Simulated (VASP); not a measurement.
# SnSe (I4/mmm) in VASP: further runs

Runs on SnSe. Level: PBE. Tasks: single point.

All numbers are computed with VASP 6.6.1; they aren't measurements. Logs are shortened: lines on timing, memory, paths and dates and some standing lists are left out, and cuts for length are marked.

## 1. The cell of the first run

The structure is tetragonal, space group I4/mmm (No. 139). The conventional cell has a = 4.257 Å, b = 4.257 Å, c = 6.080 Å, α = 90.00°, β = 90.00°, γ = 90.00°. Sn (site symmetry 4/mmm) has 6 Se at 3.01 to 3.04 Å within 4.0 Å. Within 4.0 Å of Se (site symmetry 4/mmm) lie 6 Sn at 3.01 to 3.04 Å.

## 2. Single point, PBE (z stretched by +1 %, then relaxed in part)

INCAR reads:

```
SYSTEM = SnSe
PREC = Accurate ; ENCUT = 500
EDIFF = 1E-6 ; ISMEAR = -1
SIGMA = 0.02 ; LREAL = .FALSE.
LASPH = .TRUE. ; NELM = 120
ALGO = Normal ; ISIF = 2
LWAVE = .FALSE. ; LCHARG = .FALSE.
GGA = PE ; NBANDS = 17
GGA_COMPAT = .FALSE.
```

KPOINTS reads:

```
regular mesh
0
G
  13 13 13
  0 0 0
```

POSCAR reads:

```
SnSe
1.0
    0.0000000000      3.0100000000      3.0401000000
    3.0100000000      0.0000000000      3.0401000000
    3.0100000000      3.0100000000      0.0000000000
Sn Se
1 1
Direct
    0.0000000000      0.0000000000      0.0000000000
    0.5000000000      0.5000000000      0.5000000000
```

Potentials or basis: VASP PAW PBE potentials, release 64 (Sn_d, Se).

Started as:

```bash
cat potpaw_PBE.64/Sn_d/POTCAR potpaw_PBE.64/Se/POTCAR > POTCAR
mpirun -np 1 vasp_std > vasp.out
```

OUTCAR:

```text
SYSTEM = SnSe
   PREC = Accurate
   ENCUT = 500
   EDIFF = 1E-6
   ISMEAR = -1
   LREAL = .FALSE.
   LASPH = .TRUE.
   NELM = 120
   ISIF = 2
   GGA = PE

 ion  position               nearest neighbor table
   1  0.000  0.000  0.000-   2 3.01   2 3.01   2 3.01   2 3.01   2 3.04   2 3.04
   2  0.500  0.500  0.500-   1 3.01   1 3.01   1 3.01   1 3.01   1 3.04   1 3.04

  LATTYP: Found a body centered tetragonal cell.
 ALAT       =     4.2567828227
 C/A-ratio  =     1.4283556980

  Lattice vectors:

 A1 = (  -3.0100000000,   0.0000000000,   3.0401000000)
 A2 = (   3.0100000000,   0.0000000000,   3.0401000000)
 A3 = (   0.0000000000,   3.0100000000,  -3.0401000000)

Analysis of symmetry for initial positions (statically):
=====================================================================
 Subroutine PRICEL returns:
 Original cell was already a primitive cell.

 Routine SETGRP: Setting up the symmetry group for a
 body centered tetragonal supercell.

 Subroutine GETGRP returns: Found 16 space group operations
 (whereof 16 operations were pure point group operations)
 out of a pool of 16 trial point group operations.

The static configuration has the point symmetry D_4h.

Analysis of symmetry for dynamics (positions and initial velocities):
=====================================================================
 Subroutine PRICEL returns:
 Original cell was already a primitive cell.

 Routine SETGRP: Setting up the symmetry group for a
 body centered tetragonal supercell.

 Subroutine GETGRP returns: Found 16 space group operations
 (whereof 16 operations were pure point group operations)
 out of a pool of 16 trial point group operations.

The dynamic configuration has the point symmetry D_4h.

 Subroutine INISYM returns: Found 16 space group operations
 (whereof 16 operations are pure point group operations),
 and found     1 'primitive' translations

----------------------------------------------------------------------------------------

                                     Primitive cell

  volume of cell :      55.0872

  direct lattice vectors                    reciprocal lattice vectors
     0.000000000  3.010000000  3.040100000    -0.166112957  0.166112957  0.164468274
     3.010000000  0.000000000  3.040100000     0.166112957 -0.166112957  0.164468274
     3.010000000  3.010000000  0.000000000     0.166112957  0.166112957 -0.164468274

  length of vectors
     4.278119682  4.278119682  4.256782823     0.286769667  0.286769667  0.286769667

  position of ions in fractional coordinates (direct lattice)
     0.000000000  0.000000000  0.000000000
     0.500000000  0.500000000  0.500000000

  ion indices of the primitive-cell ions
   primitive index   ion index
                 1           1
                 2           2

----------------------------------------------------------------------------------------

 KPOINTS: regular mesh

Automatic generation of k-mesh.
 Grid dimensions read from file:
 generate k-points for:   13   13   13

 Generating k-lattice:

  Cartesian coordinates                     Fractional coordinates (reciprocal lattice)
    -0.012777920  0.012777920  0.012651406     0.076923077  0.000000000  0.000000000
     0.012777920 -0.012777920  0.012651406     0.000000000  0.076923077  0.000000000
     0.012777920  0.012777920 -0.012651406    -0.000000000 -0.000000000  0.076923077

  Length of vectors
     0.022059205  0.022059205  0.022059205

  Shift w.r.t. Gamma in fractional coordinates (k-lattice)
     0.000000000  0.000000000  0.000000000

 Subroutine IBZKPT returns following result:
 ===========================================

 Found    196 irreducible k-points:

 Following reciprocal coordinates:
            Coordinates               Weight
  0.000000  0.000000  0.000000      1.000000
  0.076923 -0.000000  0.000000      8.000000
  0.153846 -0.000000  0.000000      8.000000
  0.230769  0.000000  0.000000      8.000000
  0.307692 -0.000000  0.000000      8.000000
  0.384615  0.000000  0.000000      8.000000
[... 16 lines left out ...]
  0.384615  0.153846  0.000000      8.000000
  0.461538  0.153846  0.000000      8.000000
 [... further k-points ...]
   k-points           NKPTS =    196   k-points in BZ     NKDIM =    196   number of bands    NBANDS=     17
   number of dos      NEDOS =    301   number of ions     NIONS =      2
   total plane-waves  NPLWV =  32768
   dimension x,y,z NGX =    32 NGY =   32 NGZ =   32
   dimension x,y,z NGXF=    64 NGYF=   64 NGZF=   64
   ions per type =               1   1
   NGX,Y,Z   is equivalent  to a cutoff of  12.44, 12.44, 12.50 a.u.
   NGXF,Y,Z  is equivalent  to a cutoff of  24.87, 24.87, 24.99 a.u.
 SYSTEM =  SnSe
   PREC   = accura    normal or accurate (medium, high low for compatibility)
   ISTART =      0    job   : 0-new  1-cont  2-samecut
   ICHARG =      2    charge: 1-file 2-atom 10-const
   ISPIN  =      1    spin polarized calculation?
   LNONCOLLINEAR =      F non collinear calculations
   LSORBIT =      F    spin-orbit coupling
   LASPH  =      T    aspherical Exc in radial PAW
   ENCUT  =  500.0 eV  36.75 Ry    6.06 a.u.   7.80  7.80  7.76*2*pi/ulx,y,z
   NELM   =    120;   NELMIN=  2; NELMDL= -5     # of ELM steps
   EDIFF  = 0.1E-05   stopping-criterion for ELM
   LREAL  =      F    real-space projection
   EDIFFG = 0.1E-04   stopping-criterion for IOM
   NSW    =      0    number of steps for IOM
   IBRION =     -1    ionic relax: 0-MD 1-quasi-New 2-CG
   NFREE  =      0    steps in history (QN), initial steepest desc. (CG)
   ISIF   =      2    stress and relaxation
   ISYM   =      2    0-nonsym 1-usesym 2-fastsym
   POTIM  = 0.5000    time-step for ionic-motion
   TEBEG  =    0.0;   TEEND  =   0.0 temperature during run
   PSTRESS=    0.0 pullay stress
   NELECT =      20.0000    total number of electrons
   NUPDOWN=      -1.0000    fix difference up-down
   EMIN   =  10.00;   EMAX   =-10.00  energy-range for DOS
   EFERMI =   0.00;   METHOD = LEGACY
   ISMEAR =    -1;   SIGMA  =   0.02  broadening in eV -4-tet -1-fermi 0-gaus
   EFERMI_NEDOS =   21; number of points for ismear=-14 and -15
   IALGO  =     38    algorithm
   IMIX   =      4    mixing-type and parameters
     AMIX     =   0.40;   BMIX     =  1.00
     AMIX_MAG =   1.60;   BMIX_MAG =  1.00
  volume/ion in A,a.u.               =      27.54       185.87
  Fermi-wavevector in a.u.,A,eV,Ry     =   1.167888  2.206988 18.557836  1.363962
  Thomas-Fermi vector in A             =   2.304382
   LORBIT       =      0    0 simple, 1 ext, 2 COOP (PROOUT), +10 PAW based schemes
   GGA     = PE    functional components
   LHFCALC =     F    Hartree Fock is set to
   AEXX    =    0.0000 exact exchange contribution
   IVDW    =     0    specifies the selected vdW correction
   LEPSILON=     F    determine dielectric tensor
   LRPA    =     F    only Hartree local field effects (RPA)
 non-spin polarized calculation
  energy-cutoff  :      500.00
  volume of cell :       55.09
 maximum number of plane-waves:      1415
   NGX = 15   NGY = 15   NGZ = 15

 number of electron      20.0000002 magnetization

 Free energy of the ion-electron system (eV)
  ---------------------------------------------------
  ext. energy  EPLUGINS =         0.00000000
  ---------------------------------------------------
  free energy    TOTEN  =        -8.21253516 eV

  energy without entropy =       -8.21253487  energy(sigma->0) =       -8.21253501

 E-fermi :   5.6699     XC(G=0):  -9.5511

 val. band max:        5.4755056464   @ k =  -0.3846   0.0769   0.0000
 cond. band min:       5.8885361328   @ k =  -0.3846   0.0000   0.0769
 fundamental gap:      0.4130304863
 Fermi energy:         5.6698791573

 k-point     1 :       0.0000    0.0000    0.0000
  band No.  band energies     occupation
      1     -16.1293      2.00000
      2     -16.1293      2.00000
      3     -16.1280      2.00000
      4     -16.1259      2.00000
      5     -16.1228      2.00000
      6      -8.3152      2.00000
[... 9 lines left out ...]
     16      11.3832      0.00000
     17      13.5383      0.00000

 k-point     2 :       0.0769   -0.0000    0.0000
  band No.  band energies     occupation
      1     -16.1291      2.00000
      2     -16.1288      2.00000
      3     -16.1282      2.00000
      4     -16.1254      2.00000
      5     -16.1230      2.00000
      6      -8.2740      2.00000
[... 9 lines left out ...]
     16      11.5286      0.00000
     17      13.9487      0.00000

 k-point     3 :       0.1538   -0.0000    0.0000
  band No.  band energies     occupation
      1     -16.1296      2.00000
      2     -16.1281      2.00000
      3     -16.1280      2.00000
      4     -16.1238      2.00000
      5     -16.1232      2.00000
      6      -8.1549      2.00000
[... 9 lines left out ...]
     16      11.9109      0.00000
     17      14.9540      0.00000

 k-point     4 :       0.2308    0.0000    0.0000
  band No.  band energies     occupation
      1     -16.1311      2.00000
      2     -16.1285      2.00000
      3     -16.1274      2.00000
      4     -16.1218      2.00000
      5     -16.1211      2.00000
      6      -7.9726      2.00000
[... 9 lines left out ...]
     16      12.5023      0.00000
     17      16.2573      0.00000
[... 343 lines left out ...]
      1     -16.1363      2.00000
      2     -16.1268      2.00000
      3     -16.1252      2.00000
      4     -16.1221      2.00000
      5     -16.1182      2.00000
      6      -7.7876      2.00000
[... 9 lines left out ...]
     16      14.1015      0.00000
     17      15.7890      0.00000

 k-point    23 :       0.3846    0.1538    0.0000
  band No.  band energies     occupation
      1     -16.1378      2.00000
      2     -16.1265      2.00000
      3     -16.1256      2.00000
      4     -16.1202      2.00000
      5     -16.1163      2.00000
      6      -7.5849      2.00000
[... 9 lines left out ...]
     16      14.9999      0.00000
     17      16.7173      0.00000

 k-point    24 :       0.4615    0.1538    0.0000
  band No.  band energies     occupation
      1     -16.1384      2.00000
      2     -16.1279      2.00000
      3     -16.1246      2.00000
      4     -16.1185      2.00000
      5     -16.1154      2.00000
      6      -7.4136      2.00000
[... 9 lines left out ...]
     16      15.9294      0.00000
     17      15.9735      0.00000

 [... further k-points ...]

------------------------ aborting loop because EDIFF is reached ----------------------------------------

  FORCE on cell =-STRESS in cart. coord.  units (eV):
  Direction    XX          YY          ZZ          XY          YZ          ZX
  --------------------------------------------------------------------------------------
  -------------------------------------------------------------------------------------
  Total        0.3228327      0.3228327     -0.0716877      0.0000000     -0.0000000      0.0000000
  in kB        9.3893877      9.3893877     -2.0849923      0.0000000     -0.0000000      0.0000000
  external PRESSURE =       5.5645944 kB  Pullay stress =       0.0000000 kB

 VOLUME and BASIS-vectors are now :
 -----------------------------------------------------------------------------
  energy-cutoff  :      500.00
  volume of cell :       55.09
      direct lattice vectors                 reciprocal lattice vectors
     0.000000000  3.010000000  3.040100000    -0.166112957  0.166112957  0.164468274
     3.010000000  0.000000000  3.040100000     0.166112957 -0.166112957  0.164468274
     3.010000000  3.010000000  0.000000000     0.166112957  0.166112957 -0.164468274

 POSITION                                       TOTAL-FORCE (eV/Angst)
 -----------------------------------------------------------------------------------
      0.00000      0.00000      0.00000        -0.000000     -0.000000     -0.000000
      3.01000      3.01000      3.04010         0.000000      0.000000      0.000000
 -----------------------------------------------------------------------------------
    total drift:                                0.000000     -0.000000     -0.000000

  FREE ENERGIE OF THE ION-ELECTRON SYSTEM (eV)
  ---------------------------------------------------
  free  energy   TOTEN  =        -8.2125351561 eV

  energy  without entropy=       -8.2125348674  energy(sigma->0) =       -8.21253501
```

It took 43 s on 1 thread of Intel Xeon 6975P-C (Granite Rapids), shared host; peak memory 0.31 GiB.

What came out:

- Free energy: -8.2125 eV
- Pressure: 0.6 GPa
- Band gap on the k mesh: 0.41 eV, indirect (least direct gap 0.45 eV)

Stress tensor (GPa, compression positive):
```
 0.94  0.00  0.00
 0.00  0.94  0.00
 0.00  0.00 -0.21
```

Levels at points of the mesh, in eV from the valence-band top:
```
           k point  band 6  band 7  band 8  band 9  band 10  band 11  band 12  band 13  band 14  band 15
(0.00, 0.00, 0.00)  -13.79   -5.09   -2.18   -2.18    -2.09     4.13     4.36     4.36     5.83     5.91
```

Caveat: the cell differs from its parent crystal (z stretched by +1 %, then relaxed in part); spin-orbit coupling is left out, which moves the levels of the heavy elements. A k mesh can miss the band edges.

## 3. Single point, PBE (z stretched by +3 %, then relaxed in part)

INCAR reads:

```
SYSTEM = SnSe
  ALGO = Normal
  EDIFF = 1E-6
  ENCUT = 500
  GGA = PE
  GGA_COMPAT = .FALSE.
  ISIF = 2
  ISMEAR = -1
  LASPH = .TRUE.
  LCHARG = .FALSE.
  LREAL = .FALSE.
  LWAVE = .FALSE.
  NBANDS = 17
  NELM = 120
  PREC = Accurate
  SIGMA = 0.02
```

KPOINTS reads:

```
k-points
0
G
  13 13 13
  0 0 0
```

POSCAR reads:

```
SnSe
1.0
    0.0000000000      3.0100000000      3.1003000000
    3.0100000000      0.0000000000      3.1003000000
    3.0100000000      3.0100000000      0.0000000000
Sn Se
1 1
Direct
    0.0000000000      0.0000000000      0.0000000000
    0.5000000000      0.5000000000      0.5000000000
```

Potentials or basis: VASP PAW PBE potentials, release 64 (Sn_d, Se).

Started as:

```bash
cat potpaw_PBE.64/Sn_d/POTCAR potpaw_PBE.64/Se/POTCAR > POTCAR
mpirun -np 1 vasp_std > vasp.out
```

It took 42 s on 1 thread of Intel Xeon 6975P-C (Granite Rapids), shared host; peak memory 0.31 GiB.

The run converged. Its results:

```yaml
Free_energy: -8.2040 eV
Pressure: -0.3 GPa
Band_gap_on_the_k_mesh: 0.39 eV, indirect (least direct gap 0.48 eV)
```

Stress tensor (GPa, compression positive):
```
 0.70  0.00  0.00
 0.00  0.70  0.00
 0.00  0.00 -2.30
```

Levels at points of the mesh, in eV from the valence-band top:
```csv
k point,band 6,band 7,band 8,band 9,band 10,band 11,band 12,band 13,band 14,band 15
"(0.00, 0.00, 0.00)",-13.68,-5.16,-2.20,-2.20,-1.93,3.77,4.43,4.43,5.75,5.97
```

Caveat: the cell differs from its parent crystal (z stretched by +3 %, then relaxed in part); spin-orbit coupling is left out, which moves the levels of the heavy elements. A k mesh can miss the band edges.
